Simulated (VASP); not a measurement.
Set up this calculation in VASP 6.6.1, as the native input.

- Task: single point
- Functional: PBE
- Potentials or basis: VASP PAW PBE potentials, release 64 (Te, Pb_d)
- Cutoff: 500 eV
- k mesh: 8 × 8 × 8
- Occupations: gaussian, width 0.02 eV
- Spin: no spin polarisation
- Dipole correction: no
- Further INCAR settings: ALGO = Normal; EDIFF = 1e-06; NBANDS = 17

The structure of TePb lies in POSCAR:

```
TePb
1.0
    0.0000000000      3.3504995342      3.3504995342
    3.3504995342      0.0000000000      3.3504995342
    3.3504995342      3.3504995342      0.0000000000
Te Pb
1 1
Direct
    0.5000000000      0.5000000000      0.5000000000
    0.0000000000      0.0000000000      0.0000000000
```

This cell differs from its parent crystal: volume scaled by 1.06.

These files were run (other wordings do the same):

INCAR

```
  PREC = Accurate
  ENCUT = 500
  EDIFF = 1E-6
  ISMEAR = 0
  SIGMA = 0.02
  LREAL = False
  LASPH = True
  NELM = 120
  ALGO = Normal
  ISIF = 2
  LWAVE = False
  LCHARG = True
  GGA = PE
  LELF = True
  LVHAR = True
  NBANDS = 17
  GGA_COMPAT = False
```

KPOINTS

```
regular mesh
0
Gamma
  8 8 8
```

Potentials or basis: VASP PAW PBE potentials, release 64 (Te, Pb_d).

Launch:

```sh
$ cat potpaw_PBE.64/Te/POTCAR potpaw_PBE.64/Pb_d/POTCAR > POTCAR
$ mpirun -np 1 vasp_std > vasp.out
```

Results of the run:

```yaml
Pressure: -2.0 GPa
Band_gap_on_the_k_mesh: 0.93 eV, direct
```

Caveat: spin-orbit coupling is left out, which moves the levels of the heavy elements.

Run time: 24 s on 1 thread of Intel(R) Xeon(R) Platinum 8488C (Sapphire Rapids), on a shared host, peak memory 0.21 GiB.
